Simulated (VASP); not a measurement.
# SnO2 (Cm) in VASP: single point with PBE

Aim: the single point of SnO2 with PBE.

All numbers are computed with VASP 6.6.1; they aren't measurements. Logs are shortened: lines on timing, memory, paths and dates and some standing lists are left out, and cuts for length are marked.

### Step 1. The cell of the first run

It takes space group Cm (No. 8, monoclinic). The conventional cell has a = 6.827 Å, b = 6.827 Å, c = 3.238 Å, α = 90.00°, β = 90.00°, γ = 90.00°. Within 2.8 Å of Sn (site symmetry m) lie 6 O at 2.09 to 2.13 Å. Within 2.7 Å of Sn (site symmetry m) lie 6 O at 2.04 to 2.10 Å. Within 2.7 Å of O (site symmetry m) lie 3 Sn at 2.04 to 2.13 Å and 1 O at 2.61 Å. Within 2.8 Å of O (site symmetry 1) lie 3 Sn at 2.09 Å and 1 O at 2.64 Å. Within 2.8 Å of O (site symmetry m) lie 3 Sn at 2.09 Å and 1 O at 2.61 Å.

### Step 2. Single point, PBE (atom 3 (O) moved +0.050 Å towards its neighbour atom 2 (Sn) at 2.089 Å)

File INCAR:

```
SYSTEM = SnO2
  ALGO = Normal
  EDIFF = 1E-7
  ENCUT = 520
  GGA = PE
  ISIF = 2
  ISMEAR = 0
  LASPH = .True.
  LCHARG = .False.
  LREAL = .False.
  LWAVE = .False.
  NBANDS = 35
  NELM = 60
  PREC = Accurate
  SIGMA = 0.05
```

File KPOINTS:

```
k-points
0
Gamma
  6 6 8
  0 0 0
```

File POSCAR:

```
SnO2
1.0
    4.8277049966      0.0000000000      0.0000000000
    0.0000000000      4.8277049966      0.0000000000
    0.0000000000      0.0000000000      3.2379909407
Sn O
2 4
Direct
    0.0000000000      0.0000000000      0.0000000000
    0.5000000000      0.5000000000      0.5000000000
    0.3112336329      0.3112336329     -0.0119665664
    0.1933949133      0.8066050867      0.5000000000
    0.6933949133      0.6933949133      0.0000000000
    0.8066050867      0.1933949133      0.5000000000
```

Potentials or basis: VASP PAW PBE potentials, release 64 (Sn_d, O).

Command:

```bash
cat potpaw_PBE.64/Sn_d/POTCAR potpaw_PBE.64/O/POTCAR > POTCAR
mpirun -np 1 vasp_std > vasp.out
```

OUTCAR:

```text
SYSTEM = SnO2
   EDIFF = 1E-7
   ENCUT = 520
   GGA = PE
   ISIF = 2
   ISMEAR = 0
   LASPH = .True.
   LREAL = .False.
   NELM = 60
   PREC = Accurate

 ion  position               nearest neighbor table
   1  0.000  0.000  0.000-   4 2.09   6 2.09   4 2.09   6 2.09   5 2.09   3 2.13
   2  0.500  0.500  0.500-   3 2.04   5 2.09   5 2.09   6 2.09   4 2.09   3 2.10
   3  0.311  0.311  0.988-   2 2.04   2 2.10   1 2.13
   4  0.193  0.807  0.500-   1 2.09   1 2.09   2 2.09
   5  0.693  0.693  0.000-   2 2.09   2 2.09   1 2.09
   6  0.807  0.193  0.500-   1 2.09   1 2.09   2 2.09

  LATTYP: Found a simple tetragonal cell.
 ALAT       =     4.8277049966
 C/A-ratio  =     0.6707101911

  Lattice vectors:

 A1 = (   4.8277049966,   0.0000000000,   0.0000000000)
 A2 = (   0.0000000000,   4.8277049966,   0.0000000000)
 A3 = (   0.0000000000,   0.0000000000,   3.2379909407)

Analysis of symmetry for initial positions (statically):
=====================================================================
 Subroutine PRICEL returns:
 Original cell was already a primitive cell.

 Routine SETGRP: Setting up the symmetry group for a
 simple tetragonal supercell.

 Subroutine GETGRP returns: Found  2 space group operations
 (whereof  2 operations were pure point group operations)
 out of a pool of 16 trial point group operations.

The static configuration has the point symmetry C_1h.

Analysis of symmetry for dynamics (positions and initial velocities):
=====================================================================
 Subroutine PRICEL returns:
 Original cell was already a primitive cell.

 Routine SETGRP: Setting up the symmetry group for a
 simple tetragonal supercell.

 Subroutine GETGRP returns: Found  2 space group operations
 (whereof  2 operations were pure point group operations)
 out of a pool of 16 trial point group operations.

The dynamic configuration has the point symmetry C_1h.

 Subroutine INISYM returns: Found  2 space group operations
 (whereof  2 operations are pure point group operations),
 and found     1 'primitive' translations

----------------------------------------------------------------------------------------

                                     Primitive cell

  volume of cell :      75.4670

  direct lattice vectors                    reciprocal lattice vectors
     4.827704997  0.000000000  0.000000000     0.207137760  0.000000000  0.000000000
     0.000000000  4.827704997  0.000000000     0.000000000  0.207137760  0.000000000
     0.000000000  0.000000000  3.237990941     0.000000000  0.000000000  0.308833477

  length of vectors
     4.827704997  4.827704997  3.237990941     0.207137760  0.207137760  0.308833477

  position of ions in fractional coordinates (direct lattice)
     0.000000000  0.000000000  0.000000000
     0.500000000  0.500000000  0.500000000
     0.311233633  0.311233633  0.988033434
     0.193394913  0.806605087  0.500000000
     0.693394913  0.693394913  0.000000000
     0.806605087  0.193394913  0.500000000

  ion indices of the primitive-cell ions
   primitive index   ion index
                 1           1
                 2           2
                 3           3
                 4           4
                 5           5
                 6           6

----------------------------------------------------------------------------------------

 KPOINTS: k-points

Automatic generation of k-mesh.
 Grid dimensions read from file:
 generate k-points for:    6    6    8

 Generating k-lattice:

  Cartesian coordinates                     Fractional coordinates (reciprocal lattice)
     0.034522960  0.000000000  0.000000000     0.166666667  0.000000000  0.000000000
     0.000000000  0.034522960  0.000000000     0.000000000  0.166666667  0.000000000
     0.000000000  0.000000000  0.038604185     0.000000000  0.000000000  0.125000000

  Length of vectors
     0.034522960  0.034522960  0.038604185

  Shift w.r.t. Gamma in fractional coordinates (k-lattice)
     0.000000000  0.000000000  0.000000000

 Subroutine IBZKPT returns following result:
 ===========================================

 Found     89 irreducible k-points:

 Following reciprocal coordinates:
            Coordinates               Weight
  0.000000  0.000000  0.000000      1.000000
  0.166667  0.000000  0.000000      4.000000
  0.333333  0.000000  0.000000      4.000000
  0.500000  0.000000  0.000000      2.000000
  0.166667  0.166667  0.000000      2.000000
 -0.166667  0.166667  0.000000      2.000000
[... 16 lines left out ...]
  0.333333  0.166667  0.125000      4.000000
 -0.166667  0.333333  0.125000      4.000000
 [... further k-points ...]
   k-points           NKPTS =     89   k-points in BZ     NKDIM =     89   number of bands    NBANDS=     35
   number of dos      NEDOS =    301   number of ions     NIONS =      6
   total plane-waves  NPLWV =  31104
   dimension x,y,z NGX =    36 NGY =   36 NGZ =   24
   dimension x,y,z NGXF=    72 NGYF=   72 NGZF=   48
   ions per type =               2   4
   NGX,Y,Z   is equivalent  to a cutoff of  12.40, 12.40, 12.32 a.u.
   NGXF,Y,Z  is equivalent  to a cutoff of  24.79, 24.79, 24.64 a.u.
 SYSTEM =  SnO2
   PREC   = accura    normal or accurate (medium, high low for compatibility)
   ISTART =      0    job   : 0-new  1-cont  2-samecut
   ICHARG =      2    charge: 1-file 2-atom 10-const
   ISPIN  =      1    spin polarized calculation?
   LNONCOLLINEAR =      F non collinear calculations
   LSORBIT =      F    spin-orbit coupling
   LASPH  =      T    aspherical Exc in radial PAW
   ENCUT  =  520.0 eV  38.22 Ry    6.18 a.u.   8.98  8.98  6.02*2*pi/ulx,y,z
   NELM   =     60;   NELMIN=  2; NELMDL= -5     # of ELM steps
   EDIFF  = 0.1E-06   stopping-criterion for ELM
   LREAL  =      F    real-space projection
   EDIFFG = 0.1E-05   stopping-criterion for IOM
   NSW    =      0    number of steps for IOM
   IBRION =     -1    ionic relax: 0-MD 1-quasi-New 2-CG
   NFREE  =      0    steps in history (QN), initial steepest desc. (CG)
   ISIF   =      2    stress and relaxation
   ISYM   =      2    0-nonsym 1-usesym 2-fastsym
   POTIM  = 0.5000    time-step for ionic-motion
   TEBEG  =    0.0;   TEEND  =   0.0 temperature during run
   PSTRESS=    0.0 pullay stress
   NELECT =      52.0000    total number of electrons
   NUPDOWN=      -1.0000    fix difference up-down
   EMIN   =  10.00;   EMAX   =-10.00  energy-range for DOS
   EFERMI =   0.00;   METHOD = LEGACY
   ISMEAR =     0;   SIGMA  =   0.05  broadening in eV -4-tet -1-fermi 0-gaus
   EFERMI_NEDOS =   21; number of points for ismear=-14 and -15
   IALGO  =     38    algorithm
   IMIX   =      4    mixing-type and parameters
     AMIX     =   0.40;   BMIX     =  1.00
     AMIX_MAG =   1.60;   BMIX_MAG =  1.00
  volume/ion in A,a.u.               =      12.58        84.88
  Fermi-wavevector in a.u.,A,eV,Ry     =   1.445962  2.732472 28.447149  2.090806
  Thomas-Fermi vector in A             =   2.564085
   LORBIT       =      0    0 simple, 1 ext, 2 COOP (PROOUT), +10 PAW based schemes
   GGA     = PE    functional components
   LHFCALC =     F    Hartree Fock is set to
   AEXX    =    0.0000 exact exchange contribution
   IVDW    =     0    specifies the selected vdW correction
   LEPSILON=     F    determine dielectric tensor
   LRPA    =     F    only Hartree local field effects (RPA)
 non-spin polarized calculation
 Gauss-broadening in eV      SIGMA  =   0.05
  energy-cutoff  :      520.00
  volume of cell :       75.47
 maximum number of plane-waves:      2068
   NGX = 17   NGY = 17   NGZ = 13

 number of electron      52.0000021 magnetization

 Free energy of the ion-electron system (eV)
  ---------------------------------------------------
  ext. energy  EPLUGINS =         0.00000000
  ---------------------------------------------------
  free energy    TOTEN  =       -37.29037886 eV

  energy without entropy =      -37.29037886  energy(sigma->0) =      -37.29037886

 E-fermi :   5.7782     XC(G=0): -10.9732

 val. band max:        5.5271346921   @ k =   0.0000   0.0000   0.0000
 cond. band min:       6.2217167160   @ k =   0.0000   0.0000   0.0000
 fundamental gap:      0.6945820240
 Fermi energy:         5.7782278485

 k-point     1 :       0.0000    0.0000    0.0000
  band No.  band energies     occupation
      1     -15.5031      2.00000
      2     -14.8511      2.00000
      3     -14.6437      2.00000
      4     -14.6387      2.00000
      5     -14.5989      2.00000
      6     -14.5397      2.00000
[... 27 lines left out ...]
     34      17.0550      0.00000
     35      17.7682      0.00000

 k-point     2 :       0.1667    0.0000    0.0000
  band No.  band energies     occupation
      1     -15.4661      2.00000
      2     -14.8916      2.00000
      3     -14.6455      2.00000
      4     -14.6376      2.00000
      5     -14.5978      2.00000
      6     -14.5653      2.00000
[... 27 lines left out ...]
     34      17.0998      0.00000
     35      17.7456      0.00000

 k-point     3 :       0.3333    0.0000    0.0000
  band No.  band energies     occupation
      1     -15.3593      2.00000
      2     -15.0208      2.00000
      3     -14.6508      2.00000
      4     -14.6352      2.00000
      5     -14.6028      2.00000
      6     -14.5881      2.00000
[... 27 lines left out ...]
     34      17.4780      0.00000
     35      17.7520      0.00000
[... 723 lines left out ...]
 k-point    23 :       0.3333    0.1667    0.1250
  band No.  band energies     occupation
      1     -15.3025      2.00000
      2     -15.0149      2.00000
      3     -14.7565      2.00000
      4     -14.7283      2.00000
      5     -14.6087      2.00000
      6     -14.5564      2.00000
[... 27 lines left out ...]
     34      17.5190      0.00000
     35      17.7004      0.00000

 k-point    24 :      -0.1667    0.3333    0.1250
  band No.  band energies     occupation
      1     -15.3013      2.00000
      2     -15.0289      2.00000
      3     -14.7468      2.00000
      4     -14.7173      2.00000
      5     -14.6116      2.00000
      6     -14.5593      2.00000
[... 27 lines left out ...]
     34      17.5975      0.00000
     35      17.7440      0.00000

 [... further k-points ...]

------------------------ aborting loop because EDIFF is reached ----------------------------------------

  FORCE on cell =-STRESS in cart. coord.  units (eV):
  Direction    XX          YY          ZZ          XY          YZ          ZX
  --------------------------------------------------------------------------------------
  -------------------------------------------------------------------------------------
  Total        0.3686558      0.3686558      0.6281016     -0.0242695     -0.2065337     -0.2065339
  in kB        7.8266263      7.8266263     13.3347050     -0.5152448     -4.3847458     -4.3847494
  external PRESSURE =       9.6626525 kB  Pullay stress =       0.0000000 kB

 VOLUME and BASIS-vectors are now :
 -----------------------------------------------------------------------------
  energy-cutoff  :      520.00
  volume of cell :       75.47
      direct lattice vectors                 reciprocal lattice vectors
     4.827704997  0.000000000  0.000000000     0.207137760  0.000000000  0.000000000
     0.000000000  4.827704997  0.000000000     0.000000000  0.207137760  0.000000000
     0.000000000  0.000000000  3.237990941     0.000000000  0.000000000  0.308833477

 POSITION                                       TOTAL-FORCE (eV/Angst)
 -----------------------------------------------------------------------------------
      0.00000      0.00000      0.00000         0.090239      0.090239     -0.019569
      2.41385      2.41385      1.61900         0.207066      0.207066     -0.380765
      1.50254      1.50254      3.19924        -0.488196     -0.488196      0.511887
      0.93365      3.89405      1.61900        -0.000492      0.073742     -0.064000
      3.34751      3.34751      0.00000         0.117642      0.117642      0.016448
      3.89405      0.93365      1.61900         0.073742     -0.000492     -0.064000
 -----------------------------------------------------------------------------------
    total drift:                                0.000323      0.000323      0.000266

  FREE ENERGIE OF THE ION-ELECTRON SYSTEM (eV)
  ---------------------------------------------------
  free  energy   TOTEN  =       -37.2903788570 eV

  energy  without entropy=      -37.2903788570  energy(sigma->0) =      -37.29037886
```

Wall time 5.6 min (1 thread of AMD EPYC 7R13 (Zen 3), shared host); peak memory 0.27 GiB.

Results:

```yaml
Free_energy: -37.2904 eV
Pressure: 1.0 GPa
Largest_force: 0.859 eV/Å
Band_gap_on_the_k_mesh: 0.69 eV, direct
```

Forces in eV/Å, atoms in the order of the input:
```
Sn   0.090  0.090 -0.020
Sn   0.207  0.207 -0.381
O   -0.488 -0.488  0.512
O    0.000  0.074 -0.064
O    0.118  0.118  0.016
O    0.074  0.000 -0.064
```

Caveat: the cell differs from its parent crystal (atom 3 (O) moved +0.050 Å towards its neighbour atom 2 (Sn) at 2.089 Å); spin-orbit coupling is left out, which moves the levels of the heavy elements.
